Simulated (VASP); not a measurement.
# AlN (P6_3mc) in VASP: notebook

AlN is run at these levels: PBEsol; tasks: single point.

All numbers are computed with VASP 6.6.1; they aren't measurements. Logs are shortened: lines on timing, memory, paths and dates and some standing lists are left out, and cuts for length are marked.

## (1) The cell of the first run

Symmetry: P6_3mc, No. 186, hexagonal system. Conventional cell: a = 3.098 Å, b = 3.098 Å, c = 4.998 Å, α = 90.00°, β = 90.00°, γ = 120.00°. Al (site symmetry 3m) has 4 N at 1.89 to 1.90 Å within 2.5 Å. N (site symmetry 3m) has 4 Al at 1.89 to 1.90 Å within 2.5 Å.

## (2) Single point, PBEsol (in-plane strain -0.005, then relaxed in part)

Input file INCAR:

```
  PREC = Accurate
  ENCUT = 520
  EDIFF = 1E-6
  ISMEAR = 0
  SIGMA = 0.01
  LREAL = False
  LASPH = True
  NELM = 80
  ALGO = Normal
  ISIF = 2
  LWAVE = False
  LCHARG = True
  GGA = PS
  LELF = True
  LVHAR = True
  NBANDS = 16
```

Input file KPOINTS:

```
Automatic mesh
0
Gamma
  8 8 6
```

Input file POSCAR:

```
AlN
1.0
    3.0982603799      0.0000000000      0.0000000000
   -1.5491301900      2.6831721966      0.0000000000
    0.0000000000      0.0000000000      4.9980740624
Al N
2 2
Direct
    0.3333333333      0.6666666667     -0.0002521142
    0.6666666667      0.3333333333      0.4997478858
    0.3333333333      0.6666666667      0.3802521142
    0.6666666667      0.3333333333      0.8802521142
```

Potentials or basis: VASP PAW PBE potentials, release 64 (Al, N).

Started as:

```bash
> cat potpaw_PBE.64/Al/POTCAR potpaw_PBE.64/N/POTCAR > POTCAR
> mpirun -np 1 vasp_std > vasp.out
```

OUTCAR:

```text
PREC = Accurate
   ENCUT = 520
   EDIFF = 1E-6
   ISMEAR = 0
   LREAL = False
   LASPH = True
   NELM = 80
   ISIF = 2
   GGA = PS

 ion  position               nearest neighbor table
   1  0.333  0.667  1.000-   4 1.89   4 1.89   4 1.89   3 1.90   2 3.07   2 3.07   2 3.07   2 3.07
                             2 3.07   2 3.07
   2  0.667  0.333  0.500-   3 1.89   3 1.89   3 1.89   4 1.90   1 3.07   1 3.07   1 3.07   1 3.07
                             1 3.07   1 3.07
   3  0.333  0.667  0.380-   2 1.89   2 1.89   2 1.89   1 1.90
   4  0.667  0.333  0.880-   1 1.89   1 1.89   1 1.89   2 1.90

  LATTYP: Found a hexagonal cell.
 ALAT       =     3.0982603799
 C/A-ratio  =     1.6131872243

  Lattice vectors:

 A1 = (   3.0982603799,   0.0000000000,   0.0000000000)
 A2 = (  -1.5491301900,   2.6831721966,   0.0000000000)
 A3 = (   0.0000000000,   0.0000000000,   4.9980740624)

Analysis of symmetry for initial positions (statically):
=====================================================================
 Subroutine PRICEL returns:
 Original cell was already a primitive cell.

 Routine SETGRP: Setting up the symmetry group for a
 hexagonal supercell.

 Subroutine GETGRP returns: Found 12 space group operations
 (whereof  6 operations were pure point group operations)
 out of a pool of 24 trial point group operations.

The static configuration has the point symmetry C_3v.
 The point group associated with its full space group is C_6v.

Analysis of symmetry for dynamics (positions and initial velocities):
=====================================================================
 Subroutine PRICEL returns:
 Original cell was already a primitive cell.

 Routine SETGRP: Setting up the symmetry group for a
 hexagonal supercell.

 Subroutine GETGRP returns: Found 12 space group operations
 (whereof  6 operations were pure point group operations)
 out of a pool of 24 trial point group operations.

The dynamic configuration has the point symmetry C_3v.
 The point group associated with its full space group is C_6v.

 Subroutine INISYM returns: Found 12 space group operations
 (whereof  6 operations are pure point group operations),
 and found     1 'primitive' translations

----------------------------------------------------------------------------------------

                                     Primitive cell

  volume of cell :      41.5498

  direct lattice vectors                    reciprocal lattice vectors
     3.098260380  0.000000000  0.000000000     0.322761769  0.186346594  0.000000000
    -1.549130190  2.683172197  0.000000000     0.000000000  0.372693188  0.000000000
     0.000000000  0.000000000  4.998074062     0.000000000  0.000000000  0.200077067

  length of vectors
     3.098260380  3.098260380  4.998074062     0.372693188  0.372693188  0.200077067

  position of ions in fractional coordinates (direct lattice)
     0.333333333  0.666666667  0.999747886
     0.666666667  0.333333333  0.499747886
     0.333333333  0.666666667  0.380252114
     0.666666667  0.333333333  0.880252114

  ion indices of the primitive-cell ions
   primitive index   ion index
                 1           1
                 2           2
                 3           3
                 4           4

----------------------------------------------------------------------------------------

 KPOINTS: Automatic mesh

Automatic generation of k-mesh.
 Grid dimensions read from file:
 generate k-points for:    8    8    6

 Generating k-lattice:

  Cartesian coordinates                     Fractional coordinates (reciprocal lattice)
     0.040345221  0.023293324  0.000000000     0.125000000  0.000000000  0.000000000
     0.000000000  0.046586649  0.000000000     0.000000000  0.125000000  0.000000000
     0.000000000  0.000000000  0.033346178     0.000000000  0.000000000  0.166666667

  Length of vectors
     0.046586649  0.046586649  0.033346178

  Shift w.r.t. Gamma in fractional coordinates (k-lattice)
     0.000000000  0.000000000  0.000000000

 Subroutine IBZKPT returns following result:
 ===========================================

 Found     40 irreducible k-points:

 Following reciprocal coordinates:
            Coordinates               Weight
  0.000000  0.000000  0.000000      1.000000
  0.125000  0.000000  0.000000      6.000000
  0.250000  0.000000  0.000000      6.000000
  0.375000  0.000000  0.000000      6.000000
  0.500000  0.000000  0.000000      3.000000
  0.125000  0.125000  0.000000      6.000000
[... 16 lines left out ...]
  0.250000  0.000000  0.333333     12.000000
  0.375000  0.000000  0.333333     12.000000
 [... further k-points ...]
   k-points           NKPTS =     40   k-points in BZ     NKDIM =     40   number of bands    NBANDS=     16
   number of dos      NEDOS =    301   number of ions     NIONS =      4
   total plane-waves  NPLWV =  23040
   dimension x,y,z NGX =    24 NGY =   24 NGZ =   40
   dimension x,y,z NGXF=    48 NGYF=   48 NGZF=   80
   ions per type =               2   2
   NGX,Y,Z   is equivalent  to a cutoff of  12.88, 12.88, 13.30 a.u.
   NGXF,Y,Z  is equivalent  to a cutoff of  25.76, 25.76, 26.61 a.u.
 SYSTEM =  unknown system
   PREC   = accura    normal or accurate (medium, high low for compatibility)
   ISTART =      0    job   : 0-new  1-cont  2-samecut
   ICHARG =      2    charge: 1-file 2-atom 10-const
   ISPIN  =      1    spin polarized calculation?
   LNONCOLLINEAR =      F non collinear calculations
   LSORBIT =      F    spin-orbit coupling
   LASPH  =      T    aspherical Exc in radial PAW
   ENCUT  =  520.0 eV  38.22 Ry    6.18 a.u.   5.76  5.76  9.29*2*pi/ulx,y,z
   NELM   =     80;   NELMIN=  2; NELMDL= -5     # of ELM steps
   EDIFF  = 0.1E-05   stopping-criterion for ELM
   LREAL  =      F    real-space projection
   EDIFFG = 0.1E-04   stopping-criterion for IOM
   NSW    =      0    number of steps for IOM
   IBRION =     -1    ionic relax: 0-MD 1-quasi-New 2-CG
   NFREE  =      0    steps in history (QN), initial steepest desc. (CG)
   ISIF   =      2    stress and relaxation
   ISYM   =      2    0-nonsym 1-usesym 2-fastsym
   POTIM  = 0.5000    time-step for ionic-motion
   TEBEG  =    0.0;   TEEND  =   0.0 temperature during run
   PSTRESS=    0.0 pullay stress
   NELECT =      16.0000    total number of electrons
   NUPDOWN=      -1.0000    fix difference up-down
   EMIN   =  10.00;   EMAX   =-10.00  energy-range for DOS
   EFERMI =   0.00;   METHOD = LEGACY
   ISMEAR =     0;   SIGMA  =   0.01  broadening in eV -4-tet -1-fermi 0-gaus
   EFERMI_NEDOS =   21; number of points for ismear=-14 and -15
   IALGO  =     38    algorithm
   IMIX   =      4    mixing-type and parameters
     AMIX     =   0.40;   BMIX     =  1.00
     AMIX_MAG =   1.60;   BMIX_MAG =  1.00
  volume/ion in A,a.u.               =      10.39        70.10
  Fermi-wavevector in a.u.,A,eV,Ry     =   1.191037  2.250733 19.300792  1.418568
  Thomas-Fermi vector in A             =   2.327108
   LORBIT       =      0    0 simple, 1 ext, 2 COOP (PROOUT), +10 PAW based schemes
   GGA     = PS    functional components
   LHFCALC =     F    Hartree Fock is set to
   AEXX    =    0.0000 exact exchange contribution
   IVDW    =     0    specifies the selected vdW correction
   LEPSILON=     F    determine dielectric tensor
   LRPA    =     F    only Hartree local field effects (RPA)
 non-spin polarized calculation
 Gauss-broadening in eV      SIGMA  =   0.01
  energy-cutoff  :      520.00
  volume of cell :       41.55
 maximum number of plane-waves:      1134
 NGX is ok and might be reduce to    24
   NGX = 11   NGY = 11   NGZ = 19

 number of electron      15.9999996 magnetization

 Free energy of the ion-electron system (eV)
  ---------------------------------------------------
  ext. energy  EPLUGINS =         0.00000000
  ---------------------------------------------------
  free energy    TOTEN  =       -31.30923718 eV

  energy without entropy =      -31.30923718  energy(sigma->0) =      -31.30923718

 E-fermi :   6.1173     XC(G=0): -11.1307

 val. band max:        6.0688520167   @ k =   0.0000   0.0000   0.0000
 cond. band min:      10.2828079254   @ k =   0.0000   0.0000   0.0000
 fundamental gap:      4.2139559087
 Fermi energy:         6.1172503104

 k-point     1 :       0.0000    0.0000    0.0000
  band No.  band energies     occupation
      1      -9.0846      2.00000
      2      -6.9160      2.00000
      3       0.0066      2.00000
      4       5.2795      2.00000
      5       5.2795      2.00000
      6       5.9131      2.00000
[... 8 lines left out ...]
     15      19.2561      0.00000
     16      19.2561      0.00000

 k-point     2 :       0.1250    0.0000    0.0000
  band No.  band energies     occupation
      1      -8.8823      2.00000
      2      -6.8006      2.00000
      3       0.2468      2.00000
      4       4.3898      2.00000
      5       5.0323      2.00000
      6       5.0765      2.00000
[... 8 lines left out ...]
     15      18.9150      0.00000
     16      19.1655      0.00000

 k-point     3 :       0.2500    0.0000    0.0000
  band No.  band energies     occupation
      1      -8.3169      2.00000
      2      -6.5258      2.00000
      3       0.9379      2.00000
      4       2.6294      2.00000
      5       3.6241      2.00000
      6       4.5607      2.00000
[... 8 lines left out ...]
     15      18.1534      0.00000
     16      19.3980      0.00000

 k-point     4 :       0.3750    0.0000    0.0000
  band No.  band energies     occupation
      1      -7.5496      2.00000
      2      -6.3218      2.00000
      3       1.1508      2.00000
      4       1.9519      2.00000
      5       2.3925      2.00000
      6       4.1768      2.00000
[... 8 lines left out ...]
     15      18.3101      0.00000
     16      20.9627      0.00000
[... 324 lines left out ...]
 k-point    22 :       0.1250    0.0000    0.3333
  band No.  band energies     occupation
      1      -8.4767      2.00000
      2      -7.4739      2.00000
      3       1.4759      2.00000
      4       3.8229      2.00000
      5       4.7296      2.00000
      6       5.2262      2.00000
[... 8 lines left out ...]
     15      18.3465      0.00000
     16      18.5313      0.00000

 k-point    23 :       0.2500    0.0000    0.3333
  band No.  band energies     occupation
      1      -7.9501      2.00000
      2      -7.0751      2.00000
      3       1.5049      2.00000
      4       2.6333      2.00000
      5       3.6637      2.00000
      6       4.8118      2.00000
[... 8 lines left out ...]
     15      18.4592      0.00000
     16      19.3369      0.00000

 k-point    24 :       0.3750    0.0000    0.3333
  band No.  band energies     occupation
      1      -7.2659      2.00000
      2      -6.6516      2.00000
      3       0.7750      2.00000
      4       1.4173      2.00000
      5       3.6244      2.00000
      6       4.4609      2.00000
[... 8 lines left out ...]
     15      18.2836      0.00000
     16      20.2202      0.00000

 [... further k-points ...]

------------------------ aborting loop because EDIFF is reached ----------------------------------------

  FORCE on cell =-STRESS in cart. coord.  units (eV):
  Direction    XX          YY          ZZ          XY          YZ          ZX
  --------------------------------------------------------------------------------------
  -------------------------------------------------------------------------------------
  Total        0.5835985      0.5835985     -0.0077864     -0.0000000     -0.0000000      0.0000000
  in kB       22.5037867     22.5037868     -0.3002462     -0.0000000     -0.0000000      0.0000000
  external PRESSURE =      14.9024424 kB  Pullay stress =       0.0000000 kB

 VOLUME and BASIS-vectors are now :
 -----------------------------------------------------------------------------
  energy-cutoff  :      520.00
  volume of cell :       41.55
      direct lattice vectors                 reciprocal lattice vectors
     3.098260380  0.000000000  0.000000000     0.322761769  0.186346594  0.000000000
    -1.549130190  2.683172197  0.000000000     0.000000000  0.372693188  0.000000000
     0.000000000  0.000000000  4.998074062     0.000000000  0.000000000  0.200077067

 POSITION                                       TOTAL-FORCE (eV/Angst)
 -----------------------------------------------------------------------------------
     -0.00000      1.78878      4.99681         0.000000      0.000000     -0.001317
      1.54913      0.89439      2.49778         0.000000      0.000000     -0.001317
     -0.00000      1.78878      1.90053        -0.000000     -0.000000      0.001317
      1.54913      0.89439      4.39957        -0.000000      0.000000      0.001317
 -----------------------------------------------------------------------------------
    total drift:                               -0.000000     -0.000000     -0.000618

  FREE ENERGIE OF THE ION-ELECTRON SYSTEM (eV)
  ---------------------------------------------------
  free  energy   TOTEN  =       -31.3092371772 eV

  energy  without entropy=      -31.3092371772  energy(sigma->0) =      -31.30923718
```

It took 13 s on 1 thread of Intel Xeon 6975P-C, shared host; peak memory 0.16 GiB.

Results:

```
Free energy            : -31.3092 eV
Pressure               : 1.5 GPa
Band gap on the k mesh : 4.21 eV, direct
```

Caveat: the cell differs from its parent crystal (in-plane strain -0.005, then relaxed in part); the PAW data sets were made with another functional, which shifts forces and pressure a little.

## (3) Single point, PBEsol (in-plane strain -0.005)

Input file INCAR:

```
PREC = Accurate
ENCUT = 520
EDIFF = 1E-6
ISMEAR = 0
SIGMA = 0.01
LREAL = F
LASPH = T
NELM = 80
ALGO = Normal
ISIF = 2
LWAVE = F
LCHARG = T
GGA = PS
LELF = T
LVHAR = T
NBANDS = 16
```

KPOINTS is that of step 2.

Input file POSCAR:

```
AlN
1.0
    3.0982603799      0.0000000000      0.0000000000
   -1.5491301900      2.6831721966      0.0000000000
    0.0000000000      0.0000000000      4.9978007594
Al N
2 2
Direct
    0.3333333333      0.6666666667     -0.0010085599
    0.6666666667      0.3333333333      0.4989914401
    0.3333333333      0.6666666667      0.3810085599
    0.6666666667      0.3333333333      0.8810085599
```

Potentials or basis: VASP PAW PBE potentials, release 64 (Al, N).

Started as:

```bash
> cat potpaw_PBE.64/Al/POTCAR potpaw_PBE.64/N/POTCAR > POTCAR
> mpirun -np 1 vasp_std > vasp.out
```

Run time: 15 s. Hardware: 1 thread of Intel Xeon 6975P-C, shared host; peak memory 0.16 GiB.

Results (log left out):

```yaml
Free_energy: -31.3085 eV
Pressure: 1.5 GPa
Largest_force: 0.093 eV/Å
Band_gap_on_the_k_mesh: 4.19 eV, direct
```

Forces on the atoms (eV/Å):
```
Al   0.000  0.000  0.093
Al   0.000  0.000  0.093
N    0.000  0.000 -0.093
N    0.000  0.000 -0.093
```

Stress tensor (GPa, compression positive):
```
 2.60  0.00  0.00
 0.00  2.60  0.00
 0.00  0.00 -0.70
```

Levels at points of the mesh, in eV from the valence-band top:
| k point | band 4 | band 5 | band 6 | band 7 | band 8 | band 9 | band 10 | band 11 | band 12 | band 13 |
| --- | --- | --- | --- | --- | --- | --- | --- | --- | --- | --- |
| (0.00, 0.00, 0.00) | -0.82 | -0.82 | -0.19 | -0.19 | 0.00 | 4.19 | 6.71 | 10.54 | 11.17 | 11.17 |
| (0.50, 0.00, 0.00) | -4.22 | -3.37 | -2.07 | -1.79 | -0.68 | 5.66 | 5.76 | 8.16 | 10.21 | 10.87 |
| (0.00, 0.00, 0.50) | -3.38 | -0.52 | -0.52 | -0.52 | -0.52 | 6.48 | 6.48 | 10.25 | 10.25 | 11.49 |
| (0.50, 0.00, 0.50) | -5.65 | -1.45 | -1.45 | -1.38 | -1.38 | 5.20 | 5.20 | 9.17 | 9.17 | 11.79 |

Caveat: the cell differs from its parent crystal (in-plane strain -0.005); the PAW data sets were made with another functional, which shifts forces and pressure a little.

(Continued in part 2 of 2.)
